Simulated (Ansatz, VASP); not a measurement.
## One calculation of Pt, two programs

```
Pt
1.0
     0.00000    1.95897    1.95897
     1.95897    0.00000    1.95897
     1.95897    1.95897    0.00000
Pt
1
Cartesian
  0.0000 0.0000 0.0000
```

Alike in both runs: functional PBEsol; k mesh 18 × 18 × 18; occupations gaussian, width 0.1 eV; no spin polarisation.

Ansatz relaxed the structure, and its values are those at the end. VASP's run is a single point on that final structure, the one shown.

|  | VASP | Ansatz |
| --- | --- | --- |
| version | VASP 6.6.1 | Ansatz 0.2.0 |
| potentials or method | VASP PAW PBE potentials, release 64 (Pt), cutoff 500 eV | scalar-relativistic, plane waves, PAW |
| valence electrons in the cell | 10 | 18 |

|  | VASP | Ansatz | Ansatz less VASP |
| --- | --- | --- | --- |
| gap on the k mesh at the Fermi level (eV) | none | none | - |
| pressure (GPa) | -0.4 | 0.0 | +0.38 |

VASP's potentials were made for PBE, not for PBEsol, and Ansatz warns of the same on its side. A gap of «none» marks a metal or a gap that the smearing closes. VASP's potentials hold 10 valence electrons a cell and Ansatz's 18, so a difference there can come from the potentials and not from the codes.

Neither program's run includes spin-orbit coupling.
